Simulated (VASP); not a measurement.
# GaAs (gallium arsenide) (F-43m) in VASP: a series of runs, part 2 of 2

VASP 6.6.1.

## (3) Vibrations by perturbation theory, PBE

This run uses another cell than the first one, of 23.71 Å³/atom, 1.050 times its volume.

Contents of INCAR:

```
SYSTEM = GaAs
  PREC = Accurate
  ENCUT = 500
  EDIFF = 1E-8
  ISMEAR = 0
  SIGMA = 0.01
  LREAL = .FALSE.
  LASPH = .TRUE.
  NELM = 120
  ALGO = Normal
  ISIF = 2
  LWAVE = .FALSE.
  LCHARG = .FALSE.
  GGA = PE
  IBRION = 8
  NSW = 1
  GGA_COMPAT = .FALSE.
```

Contents of KPOINTS:

```
Automatic mesh
0
G
  12 12 12
  0 0 0
```

Contents of POSCAR:

```
GaAs
1.0
    0.0000000000      2.8727133026      2.8727133026
    2.8727133026      0.0000000000      2.8727133026
    2.8727133026      2.8727133026      0.0000000000
Ga As
1 1
Direct
    0.0000000000      0.0000000000      0.0000000000
    0.2500000000      0.2500000000      0.2500000000
```

Potentials or basis: VASP PAW PBE potentials, release 64 (Ga_d, As).

The run is started by

```console
$ cat potpaw_PBE.64/Ga_d/POTCAR potpaw_PBE.64/As/POTCAR > POTCAR
$ mpirun -np 1 vasp_std > vasp.out
```

OUTCAR:

```text
SYSTEM = GaAs
   PREC = Accurate
   ENCUT = 500
   EDIFF = 1E-8
   ISMEAR = 0
   LREAL = .FALSE.
   LASPH = .TRUE.
   NELM = 120
   ISIF = 2
   GGA = PE
   IBRION = 8
   NSW = 1

 ion  position               nearest neighbor table
   1  0.000  0.000  0.000-   2 2.49   2 2.49   2 2.49   2 2.49
   2  0.250  0.250  0.250-   1 2.49   1 2.49   1 2.49   1 2.49

  LATTYP: Found a face centered cubic cell.
 ALAT       =     5.7454266052

  Lattice vectors:

 A1 = (   0.0000000000,   2.8727133026,   2.8727133026)
 A2 = (   2.8727133026,   0.0000000000,   2.8727133026)
 A3 = (   2.8727133026,   2.8727133026,   0.0000000000)

Analysis of symmetry for initial positions (statically):
=====================================================================
 Subroutine PRICEL returns:
 Original cell was already a primitive cell.

 Routine SETGRP: Setting up the symmetry group for a
 face centered cubic supercell.

 Subroutine GETGRP returns: Found 24 space group operations
 (whereof 24 operations were pure point group operations)
 out of a pool of 48 trial point group operations.

The static configuration has the point symmetry T_d .

Analysis of symmetry for dynamics (positions and initial velocities):
=====================================================================
 Subroutine PRICEL returns:
 Original cell was already a primitive cell.

 Routine SETGRP: Setting up the symmetry group for a
 face centered cubic supercell.

 Subroutine GETGRP returns: Found 24 space group operations
 (whereof 24 operations were pure point group operations)
[... 570 lines left out ...]
    total drift:                                0.000000      0.000000      0.000000

  FREE ENERGIE OF THE ION-ELECTRON SYSTEM (eV)
  ---------------------------------------------------
  free  energy   TOTEN  =        -8.2761686460 eV

  energy  without entropy=       -8.2761686460  energy(sigma->0) =       -8.27616865

[... ionic steps 2 to 3 ...]

--------------------------------------- Ionic step        4  -------------------------------------------

------------------------ aborting loop because EDIFF is reached ----------------------------------------

[... ionic steps 5 to 6 ...]

--------------------------------------- Ionic step        7  -------------------------------------------

 Free energy of the ion-electron system (eV)
  ---------------------------------------------------
  ---------------------------------------------------
  free energy    TOTEN  =        -0.04378112 eV

  energy without entropy =       -0.04378112

------------------------ aborting loop because EDIFF is reached ----------------------------------------

 INTERNAL STRAIN TENSOR  FOR ION    2  DIRECTION 1   (eV/Angst):
 -----------------------------------------------------------------------------
     0.00701  0.00000  0.00000
     0.00000 -0.00227 -5.98921
     0.00000 -5.98921 -0.00227

 INTERNAL STRAIN TENSOR FOR ION    2 for displacements in x,y,z  (eV/Angst):
          X           Y           Z          XY          YZ          ZX
  --------------------------------------------------------------------------------
  x     0.00000     0.00000     0.00000     0.00000    -5.98921     0.00000
  y     0.00000     0.00000     0.00000     0.00000     0.00000    -5.98921
  z     0.00000     0.00000     0.00000    -5.98921     0.00000     0.00000

 SECOND DERIVATIVES (NOT SYMMETRIZED)
 ------------------------------------
               1X          1Y          1Z          2X          2Y          2Z
  1X    -8.447418    0.000000    0.000000    8.447418    0.000000    0.000000
  1Y     0.000000   -8.447418    0.000000    0.000000    8.447418    0.000000
  1Z     0.000000    0.000000   -8.447418    0.000000    0.000000    8.447418
  2X     8.492466    0.000000    0.000000   -8.492466    0.000000    0.000000
  2Y     0.000000    8.492466    0.000000    0.000000   -8.492466    0.000000
  2Z     0.000000    0.000000    8.492466    0.000000    0.000000   -8.492466

 Eigenvectors and eigenvalues of the dynamical matrix
 ----------------------------------------------------

   1 f  =    7.570587 THz    47.567402 2PiTHz  252.527608 cm-1    31.309419 meV
             X         Y         Z           dx          dy          dz
      0.000000  0.000000  0.000000     0.000000    0.718779    0.000000
      1.436357  1.436357  1.436357     0.000000   -0.695238    0.000000
[... 21 lines left out ...]
   6 f/i=    0.010061 THz     0.063214 2PiTHz    0.335591 cm-1     0.041608 meV
             X         Y         Z           dx          dy          dz
      0.000000  0.000000  0.000000     0.000000    0.000000   -0.695238
      1.436357  1.436357  1.436357     0.000000    0.000000   -0.718779

--------------------------------------------------------------------------------------------------------

 ELASTIC MODULI CONTR FROM IONIC RELAXATION (kBar)
 Direction    XX          YY          ZZ          XY          YZ          ZX
 --------------------------------------------------------------------------------
 XX          -0.0000      0.0000      0.0000     -0.0000      0.0000      0.0000
 YY           0.0000     -0.0000      0.0000     -0.0000     -0.0000     -0.0000
 ZZ           0.0000      0.0000     -0.0000      0.0000     -0.0000      0.0000
 XY          -0.0000     -0.0000      0.0000   -141.3189      0.0000      0.0000
 YZ           0.0000     -0.0000     -0.0000      0.0000   -141.3189      0.0000
 ZX           0.0000     -0.0000      0.0000      0.0000      0.0000   -141.3189
 --------------------------------------------------------------------------------
```

stdout:

```text
POSCAR found type information on POSCAR GaAs
 POSCAR found :  2 types and       2 ions
 scaLAPACK will be used
 LDA part: xc-table for (Slater+PW92), standard interpolation
 POSCAR, INCAR and KPOINTS ok, starting setup
 FFT: planning ... GRIDC
 FFT: planning ... GRID_SOFT
 FFT: planning ... GRID
 WAVECAR not read
 entering main loop
 Linear response reoptimize wavefunctions to high precision
 Linear response DOF=           2
 Linear response progress:
 first order change of Fermi-energy   0.79679E-04
 force on displaced ion       1 direction 1 :  -8.447  -0.000  -0.000
 Linear response progress:
 first order change of Fermi-energy   0.20726E-04
 force on displaced ion       2 direction 1 :  -8.492  -0.000  -0.000
 Linear response finished
```

Run time: 4.5 min. Hardware: 1 thread of Intel Xeon 6975P-C (Granite Rapids), shared host; peak memory 0.48 GiB.

Results:

```yaml
Highest_phonon_frequency_at_Γ_LO-TO_splitting_left_out: 253 cm⁻¹
```

Phonon frequencies in cm⁻¹ (negative: imaginary):
```tsv
q point	frequencies
(0.000, 0.000, 0.000)	0 0 0 253 253 253
```
